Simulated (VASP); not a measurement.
# MoS2 (P1) in VASP: notebook

Runs on MoS2. Level: r2SCAN. Tasks: single point.

Everything below comes from runs of VASP 6.6.1. Logs are shortened: lines on timing, memory, paths and dates and some standing lists are left out, and cuts for length are marked.

## 1. The cell of the first run

The typed cell holds 3 atoms: a = 3.227 Å, b = 3.227 Å, c = 6.312 Å, α = 90.00°, β = 90.00°, γ = 120.00°.

## 2. Single point, r2SCAN

Contents of POSCAR:

```
MoS2
1.0
    3.2274600000      0.0000000000      0.0000000000
   -1.6137300000      2.7950700000      0.0000000000
    0.0000000000      0.0000000000      6.3124700000
Mo S
1 2
Direct
    0.9911100000      0.9768900000      0.4907000000
    0.3253000000      0.6624100000      0.2567600000
    0.6408221823      0.3320543647      0.7581100000
```

Contents of INCAR.step1:

```
SYSTEM = MoS2
  PREC = Accurate
  ENCUT = 520
  ISMEAR = -1
  SIGMA = 0.1
  LREAL = .False.
  LASPH = .True.
  NELM = 60
  NBANDS = 20
  GGA = PE
  ALGO = Normal
  EDIFF = 1E-4
  LWAVE = .True.
  LCHARG = .False.
```

Contents of INCAR.step2:

```
SYSTEM = MoS2
  PREC = Accurate
  ENCUT = 520
  EDIFF = 1E-6
  ISMEAR = -1
  SIGMA = 0.1
  LREAL = .False.
  LASPH = .True.
  NELM = 60
  ALGO = Normal
  ISIF = 2
  LWAVE = .False.
  LCHARG = .False.
  METAGGA = R2SCAN
  LMIXTAU = .True.
  NBANDS = 20
  ISTART = 1
```

Contents of KPOINTS:

```
Automatic mesh
0
Gamma
  7 7 3
  0 0 0
```

Potentials or basis: VASP PAW PBE potentials, release 64 (Mo_sv, S).

On the command line:

```
$ cat potpaw_PBE.64/Mo_sv/POTCAR potpaw_PBE.64/S/POTCAR > POTCAR
$ cp INCAR.step1 INCAR
$ mpirun -np 1 vasp_std > vasp.out
$ cp INCAR.step2 INCAR
$ mpirun -np 1 vasp_std > vasp.out
```

OUTCAR:

```text
SYSTEM = MoS2
   PREC = Accurate
   ENCUT = 520
   EDIFF = 1E-6
   ISMEAR = -1
   LREAL = .False.
   LASPH = .True.
   NELM = 60
   ISIF = 2
   METAGGA = R2SCAN
   ISTART = 1

 ion  position               nearest neighbor table
   1  0.991  0.977  0.491-   2 2.34   2 2.38   2 2.42   3 2.47   3 2.48   3 2.60
   2  0.325  0.662  0.257-   1 2.34   1 2.38   1 2.42
   3  0.641  0.332  0.758-   1 2.47   1 2.48   1 2.60

  LATTYP: Found a hexagonal cell.
 ALAT       =     3.2274600000
 C/A-ratio  =     1.9558631246

  Lattice vectors:

 A1 = (   3.2274600000,   0.0000000000,   0.0000000000)
 A2 = (  -1.6137300000,   2.7950700000,   0.0000000000)
 A3 = (   0.0000000000,   0.0000000000,   6.3124700000)

Analysis of symmetry for initial positions (statically):
=====================================================================
 Subroutine PRICEL returns:
 Original cell was already a primitive cell.

 Routine SETGRP: Setting up the symmetry group for a
 hexagonal supercell.

 Subroutine GETGRP returns: Found  1 space group operations
 (whereof  1 operations were pure point group operations)
 out of a pool of 24 trial point group operations.

The static configuration has the point symmetry C_1 .

Analysis of symmetry for dynamics (positions and initial velocities):
=====================================================================
 Subroutine PRICEL returns:
 Original cell was already a primitive cell.

 Routine SETGRP: Setting up the symmetry group for a
 hexagonal supercell.

 Subroutine GETGRP returns: Found  1 space group operations
 (whereof  1 operations were pure point group operations)
 out of a pool of 24 trial point group operations.

The dynamic configuration has the point symmetry C_1 .

 Subroutine INISYM returns: Found  1 space group operations
 (whereof  1 operations are pure point group operations),
 and found     1 'primitive' translations

----------------------------------------------------------------------------------------

                                     Primitive cell

  volume of cell :      56.9446

  direct lattice vectors                    reciprocal lattice vectors
     3.227460000  0.000000000  0.000000000     0.309841175  0.178886396  0.000000000
    -1.613730000  2.795070000  0.000000000     0.000000000  0.357772793  0.000000000
     0.000000000  0.000000000  6.312470000     0.000000000  0.000000000  0.158416594

  length of vectors
     3.227460000  3.227466625  6.312470000     0.357773527  0.357772793  0.158416594

  position of ions in fractional coordinates (direct lattice)
     0.991110000  0.976890000  0.490700000
     0.325300000  0.662410000  0.256760000
     0.640822182  0.332054365  0.758110000

  ion indices of the primitive-cell ions
   primitive index   ion index
                 1           1
                 2           2
                 3           3

----------------------------------------------------------------------------------------

 KPOINTS: Automatic mesh

Automatic generation of k-mesh.
 Grid dimensions read from file:
 generate k-points for:    7    7    3

 Generating k-lattice:

  Cartesian coordinates                     Fractional coordinates (reciprocal lattice)
     0.044263025  0.025555199  0.000000000     0.142857143  0.000000000  0.000000000
     0.000000000  0.051110399  0.000000000     0.000000000  0.142857143  0.000000000
     0.000000000  0.000000000  0.052805531     0.000000000  0.000000000  0.333333333

  Length of vectors
     0.051110504  0.051110399  0.052805531

  Shift w.r.t. Gamma in fractional coordinates (k-lattice)
     0.000000000  0.000000000  0.000000000

 Subroutine IBZKPT returns following result:
 ===========================================

 Found     74 irreducible k-points:

 Following reciprocal coordinates:
            Coordinates               Weight
  0.000000  0.000000  0.000000      1.000000
  0.142857 -0.000000  0.000000      2.000000
  0.000000  0.142857  0.000000      2.000000
 -0.142857  0.142857  0.000000      2.000000
  0.285714 -0.000000  0.000000      2.000000
  0.000000  0.285714  0.000000      2.000000
[... 16 lines left out ...]
  0.285714  0.285714  0.000000      2.000000
 -0.285714 -0.428571  0.000000      2.000000
 [... further k-points ...]
   k-points           NKPTS =     74   k-points in BZ     NKDIM =     74   number of bands    NBANDS=     20
   number of dos      NEDOS =    301   number of ions     NIONS =      3
   total plane-waves  NPLWV =  27648
   dimension x,y,z NGX =    24 NGY =   24 NGZ =   48
   dimension x,y,z NGXF=    48 NGYF=   48 NGZF=   96
   ions per type =               1   2
   NGX,Y,Z   is equivalent  to a cutoff of  12.36, 12.36, 12.64 a.u.
   NGXF,Y,Z  is equivalent  to a cutoff of  24.72, 24.72, 25.28 a.u.
 SYSTEM =  MoS2
   PREC   = accura    normal or accurate (medium, high low for compatibility)
   ISTART =      1    job   : 0-new  1-cont  2-samecut
   ICHARG =      0    charge: 1-file 2-atom 10-const
   ISPIN  =      1    spin polarized calculation?
   LNONCOLLINEAR =      F non collinear calculations
   LSORBIT =      F    spin-orbit coupling
   LASPH  =      T    aspherical Exc in radial PAW
   ENCUT  =  520.0 eV  38.22 Ry    6.18 a.u.   6.00  6.00 11.74*2*pi/ulx,y,z
   NELM   =     60;   NELMIN=  2; NELMDL=  0     # of ELM steps
   EDIFF  = 0.1E-05   stopping-criterion for ELM
   LREAL  =      F    real-space projection
   EDIFFG = 0.1E-04   stopping-criterion for IOM
   NSW    =      0    number of steps for IOM
   IBRION =     -1    ionic relax: 0-MD 1-quasi-New 2-CG
   NFREE  =      0    steps in history (QN), initial steepest desc. (CG)
   ISIF   =      2    stress and relaxation
   ISYM   =      2    0-nonsym 1-usesym 2-fastsym
   POTIM  = 0.5000    time-step for ionic-motion
   TEBEG  =    0.0;   TEEND  =   0.0 temperature during run
   PSTRESS=    0.0 pullay stress
   NELECT =      26.0000    total number of electrons
   NUPDOWN=      -1.0000    fix difference up-down
   EMIN   =  10.00;   EMAX   =-10.00  energy-range for DOS
   EFERMI =   0.00;   METHOD = LEGACY
   ISMEAR =    -1;   SIGMA  =   0.10  broadening in eV -4-tet -1-fermi 0-gaus
   EFERMI_NEDOS =   21; number of points for ismear=-14 and -15
   IALGO  =     38    algorithm
   IMIX   =      4    mixing-type and parameters
     AMIX     =   0.40;   BMIX     =  1.00
     AMIX_MAG =   1.60;   BMIX_MAG =  1.00
  volume/ion in A,a.u.               =      18.98       128.09
  Fermi-wavevector in a.u.,A,eV,Ry     =   1.260613  2.382212 21.621619  1.589144
  Thomas-Fermi vector in A             =   2.394113
   LORBIT       =      0    0 simple, 1 ext, 2 COOP (PROOUT), +10 PAW based schemes
   METAGGA = R2SCAN    functional components
   LHFCALC =     F    Hartree Fock is set to
   AEXX    =    0.0000 exact exchange contribution
   IVDW    =     0    specifies the selected vdW correction
   LEPSILON=     F    determine dielectric tensor
   LRPA    =     F    only Hartree local field effects (RPA)
 non-spin polarized calculation
  energy-cutoff  :      520.00
  volume of cell :       56.94
 maximum number of plane-waves:      1556
   NGX = 13   NGY = 13   NGZ = 23

 number of electron      26.0000001 magnetization

 Free energy of the ion-electron system (eV)
  ---------------------------------------------------
  ext. energy  EPLUGINS =         0.00000000
  ---------------------------------------------------
  free energy    TOTEN  =       -44.02037203 eV

  energy without entropy =      -43.97134907  energy(sigma->0) =      -43.99586055

 E-fermi :   6.8538     XC(G=0): -11.1436

 val. band max:        6.8239961296   @ k =   0.0000   0.0000   0.3333
 cond. band min:       6.8608436917   @ k =  -0.2857  -0.2857   0.3333
 fundamental gap:      0.0368475621
 Fermi energy:         6.8537554807

 k-point     1 :       0.0000    0.0000    0.0000
  band No.  band energies     occupation
      1     -56.9579      2.00000
      2     -30.2739      2.00000
      3     -30.2144      2.00000
      4     -30.2066      2.00000
      5      -8.6506      2.00000
      6      -7.1793      2.00000
[... 12 lines left out ...]
     19      13.7212      0.00000
     20      17.0213      0.00000

 k-point     2 :       0.1429   -0.0000    0.0000
  band No.  band energies     occupation
      1     -56.9515      2.00000
      2     -30.2806      2.00000
      3     -30.2595      2.00000
      4     -30.2223      2.00000
      5      -8.3475      2.00000
      6      -7.1015      2.00000
[... 12 lines left out ...]
     19      14.8366      0.00000
     20      16.4529      0.00000

 k-point     3 :       0.0000    0.1429    0.0000
  band No.  band energies     occupation
      1     -56.9515      2.00000
      2     -30.2755      2.00000
      3     -30.2575      2.00000
      4     -30.2290      2.00000
      5      -8.3496      2.00000
      6      -7.0975      2.00000
[... 12 lines left out ...]
     19      14.8480      0.00000
     20      16.4418      0.00000

 k-point     4 :      -0.1429    0.1429    0.0000
  band No.  band energies     occupation
      1     -56.9515      2.00000
      2     -30.2799      2.00000
      3     -30.2581      2.00000
      4     -30.2242      2.00000
      5      -8.3530      2.00000
      6      -7.0926      2.00000
[... 12 lines left out ...]
     19      14.8254      0.00000
     20      16.4212      0.00000

 k-point     5 :       0.2857   -0.0000    0.0000
  band No.  band energies     occupation
      1     -56.9371      2.00000
      2     -30.4240      2.00000
      3     -30.2578      2.00000
      4     -30.2294      2.00000
      5      -7.6056      2.00000
      6      -6.8776      2.00000
[... 12 lines left out ...]
     19      14.7331      0.00000
     20      15.3649      0.00000
[... 353 lines left out ...]
      6      -6.2728      2.00000
[... 12 lines left out ...]
     19      14.2379      0.00000
     20      15.8430      0.00000

 k-point    22 :       0.4286    0.4286    0.0000
  band No.  band energies     occupation
      1     -56.9224      2.00000
      2     -30.5296      2.00000
      3     -30.3296      2.00000
      4     -30.2013      2.00000
      5      -6.9564      2.00000
      6      -6.2495      2.00000
[... 12 lines left out ...]
     19      14.2807      0.00000
     20      15.8672      0.00000

 k-point    23 :       0.2857    0.2857    0.0000
  band No.  band energies     occupation
      1     -56.9209      2.00000
      2     -30.4831      2.00000
      3     -30.3955      2.00000
      4     -30.1976      2.00000
      5      -6.8031      2.00000
      6      -6.2963      2.00000
[... 12 lines left out ...]
     19      15.6523      0.00000
     20      16.4999      0.00000

 k-point    24 :      -0.2857   -0.4286    0.0000
  band No.  band energies     occupation
      1     -56.9210      2.00000
      2     -30.4797      2.00000
      3     -30.3980      2.00000
      4     -30.1981      2.00000
      5      -6.8037      2.00000
      6      -6.2910      2.00000
[... 12 lines left out ...]
     19      15.6204      0.00000
     20      16.5896      0.00000

 [... further k-points ...]

------------------------ aborting loop because EDIFF is reached ----------------------------------------

  FORCE on cell =-STRESS in cart. coord.  units (eV):
  Direction    XX          YY          ZZ          XY          YZ          ZX
  --------------------------------------------------------------------------------------
  -------------------------------------------------------------------------------------
  Total       -0.1473027     -0.5995446     -1.3675328     -0.1155931      0.2352098      0.3218830
  in kB       -4.1444639    -16.8686068    -38.4764915     -3.2522916      6.6177923      9.0564033
  external PRESSURE =     -19.8298541 kB  Pullay stress =       0.0000000 kB

 VOLUME and BASIS-vectors are now :
 -----------------------------------------------------------------------------
  energy-cutoff  :      520.00
  volume of cell :       56.94
      direct lattice vectors                 reciprocal lattice vectors
     3.227460000  0.000000000  0.000000000     0.309841175  0.178886396  0.000000000
    -1.613730000  2.795070000  0.000000000     0.000000000  0.357772793  0.000000000
     0.000000000  0.000000000  6.312470000     0.000000000  0.000000000  0.158416594

 POSITION                                       TOTAL-FORCE (eV/Angst)
 -----------------------------------------------------------------------------------
      1.62233      2.73048      3.09753        -0.264706      0.350330      2.184441
     -0.01906      1.85148      1.62079         0.032681     -0.258493     -0.722002
      1.53238      0.92812      4.78555         0.232026     -0.091837     -1.462440
 -----------------------------------------------------------------------------------
    total drift:                                0.000159     -0.000070     -0.000066

  FREE ENERGIE OF THE ION-ELECTRON SYSTEM (eV)
  ---------------------------------------------------
  free  energy   TOTEN  =       -44.0203720311 eV

  energy  without entropy=      -43.9713490703  energy(sigma->0) =      -43.99586055
```

Run time: 1.7 min. Hardware: 1 thread of Intel Xeon Platinum 8488C (Sapphire Rapids), shared host; peak memory 0.22 GiB.

Results:

```
Free energy            : -44.0204 eV
Pressure               : -2.0 GPa
Largest force          : 2.228 eV/Å
Band gap on the k mesh : zero (bands 13 and 14 overlap by 0.45 eV)
```

Forces in eV/Å, atoms in the order of the input:
```
Mo  -0.265  0.350  2.184
S    0.033 -0.258 -0.722
S    0.232 -0.092 -1.462
```

Stress tensor (GPa, compression positive):
```
-0.41 -0.33  0.91
-0.33 -1.69  0.66
 0.91  0.66 -3.85
```

Caveat: the PAW data sets were made with another functional, which shifts forces and pressure a little.

## 3. Single point, r2SCAN

POSCAR, as its differences from that of step 2:

```diff
@@ -10,2 +10,2 @@
     0.3253000000      0.6624100000      0.2567600000
-    0.6408221823      0.3320543647      0.7581100000
+    0.6350978177      0.3206056353      0.7581100000
```

Contents of INCAR.step1:

```
PREC = Accurate
ENCUT = 520
ISMEAR = -1
SIGMA = 0.1
LREAL = F
LASPH = T
NELM = 80
NBANDS = 20
GGA = PE
ALGO = Normal
EDIFF = 1E-4
LWAVE = T
LCHARG = F
```

Contents of INCAR.step2:

```
PREC = Accurate
ENCUT = 520
EDIFF = 1E-6
ISMEAR = -1
SIGMA = 0.1
LREAL = F
LASPH = T
NELM = 80
ALGO = Normal
ISIF = 2
LWAVE = F
LCHARG = F
METAGGA = R2SCAN
LMIXTAU = T
NBANDS = 20
ISTART = 1
```

Contents of KPOINTS:

```
Automatic mesh
0
Gamma
  7 7 3
```

Potentials or basis: VASP PAW PBE potentials, release 64 (Mo_sv, S).

On the command line:

```
$ cat potpaw_PBE.64/Mo_sv/POTCAR potpaw_PBE.64/S/POTCAR > POTCAR
$ cp INCAR.step1 INCAR
$ mpirun -np 1 vasp_std > vasp.out
$ cp INCAR.step2 INCAR
$ mpirun -np 1 vasp_std > vasp.out
```

Wall time 98 s (1 thread of Intel Xeon Platinum 8488C (Sapphire Rapids), shared host); peak memory 0.22 GiB.

It converged, with:

```yaml
Free_energy: -44.0214 eV
Pressure: -2.0 GPa
Largest_force: 2.247 eV/Å
Band_gap_on_the_k_mesh: zero (bands 13 and 14 overlap by 0.50 eV)
```

Forces in eV/Å, atoms in the order of the input:
```
Mo  -0.276  0.298  2.210
S    0.031 -0.324 -0.731
S    0.245  0.026 -1.479
```

Stress tensor (GPa, compression positive):
```
-0.19 -0.23  0.98
-0.23 -1.97  1.47
 0.98  1.47 -3.88
```

Levels at points of the mesh, in eV from the Fermi level:
```csv
k point,band 11,band 12,band 13,band 14,band 15,band 16
"(0.00, 0.00, 0.00)",-1.10,-1.04,-0.94,-0.16,-0.11,3.11
```

Caveat: the PAW data sets were made with another functional, which shifts forces and pressure a little.

## 4. Single point, r2SCAN

This run uses another cell than the first one, of 19.08 Å³/atom.

Contents of POSCAR:

```
MoS2
1.0
    3.2328301597      0.0000000000      0.0000000000
   -1.6164150798      2.7997207074      0.0000000000
    0.0000000000      0.0000000000      6.3229732972
Mo S
1 2
Direct
    0.9911100000      0.9768900000      0.4907000000
    0.3253000000      0.6624100000      0.2567600000
    0.6379600000      0.3263300000      0.7581100000
```

Contents of INCAR.step1:

```
SYSTEM = MoS2
ALGO     = Normal         ! electronic algorithm
EDIFF    = 1E-4           ! SCF threshold, eV
ENCUT    = 520            ! plane-wave cutoff, eV
GGA      = PE             ! functional
ISMEAR   = -1             ! smearing method
LASPH    = .TRUE.         ! aspherical terms in the spheres
LCHARG   = .FALSE.        ! write CHGCAR
LREAL    = .FALSE.        ! projectors in reciprocal space
LWAVE    = .TRUE.         ! write WAVECAR
NBANDS   = 20             ! bands
NELM     = 60             ! most SCF steps
PREC     = Accurate       ! precision mode
SIGMA    = 0.1            ! smearing width, eV
```

Contents of INCAR.step2:

```
SYSTEM = MoS2
ALGO     = Normal         ! electronic algorithm
EDIFF    = 1E-6           ! SCF threshold, eV
ENCUT    = 520            ! plane-wave cutoff, eV
ISIF     = 2              ! what is computed and relaxed
ISMEAR   = -1             ! smearing method
ISTART   = 1            
LASPH    = .TRUE.         ! aspherical terms in the spheres
LCHARG   = .FALSE.        ! write CHGCAR
LMIXTAU  = .TRUE.       
LREAL    = .FALSE.        ! projectors in reciprocal space
LWAVE    = .FALSE.        ! write WAVECAR
METAGGA  = R2SCAN         ! meta-GGA
NBANDS   = 20             ! bands
NELM     = 60             ! most SCF steps
PREC     = Accurate       ! precision mode
SIGMA    = 0.1            ! smearing width, eV
```

Contents of KPOINTS:

```
k-points
0
G
  7 7 3
  0 0 0
```

On the command line:

```
$ cat potpaw_PBE.64/Mo_sv/POTCAR potpaw_PBE.64/S/POTCAR > POTCAR
$ cp INCAR.step1 INCAR
$ mpirun -np 1 vasp_std > vasp.out
$ cp INCAR.step2 INCAR
$ mpirun -np 1 vasp_std > vasp.out
```

Run time: 95 s. Hardware: 1 thread of Intel Xeon Platinum 8488C (Sapphire Rapids), shared host; peak memory 0.21 GiB.

The run converged. Its results:

| Property | Result |
| --- | --- |
| Free energy | -44.0173 eV |
| Pressure | -2.6 GPa |
| Largest force | 2.211 eV/Å |
| Band gap on the k mesh | zero (bands 13 and 14 overlap by 0.48 eV) |

Forces in eV/Å, atoms in the order of the input:
```
Mo  -0.263  0.316  2.172
S    0.029 -0.286 -0.639
S    0.233 -0.031 -1.533
```

Stress tensor (GPa, compression positive):
```
-0.94 -0.29  0.92
-0.29 -2.44  1.05
 0.92  1.05 -4.55
```

Levels at points of the mesh, in eV from the Fermi level:
```csv
k point,band 9,band 10,band 11,band 12,band 13,band 14,band 15,band 16,band 17,band 18
"(0.00, 0.00, 0.00)",-4.09,-2.20,-1.11,-1.04,-0.94,-0.15,-0.10,3.09,3.24,6.56
```

Caveat: the PAW data sets were made with another functional, which shifts forces and pressure a little.

## 5. Summary

| cell | gap on the mesh (eV) | pressure (GPa) | largest force (eV/Å) |
| --- | --- | --- | --- |
| a = 3.227, b = 3.227, c = 6.312 Å, angles 90.0, 90.0, 120.0°, 3 atoms, atomic positions A | none | -2.0 | 2.23 |
| a = 3.227, b = 3.227, c = 6.312 Å, angles 90.0, 90.0, 120.0°, 3 atoms, atomic positions B | none | -2.0 | 2.25 |
| a = 3.233, b = 3.233, c = 6.323 Å, angles 90.0, 90.0, 120.0°, 3 atoms, atomic positions C | none | -2.6 | 2.21 |

Alike in all rows: task single point; level r2SCAN; potentials or basis VASP PAW PBE potentials, release 64 (Mo_sv, S); no spin polarisation; k mesh 7 × 7 × 3; cutoff (eV) 520; smearing fermi-dirac 0.1 eV.

Caveats: the PAW data sets were made with another functional, which shifts forces and pressure a little.

Absolute energies hang on the potentials; compare differences alone.
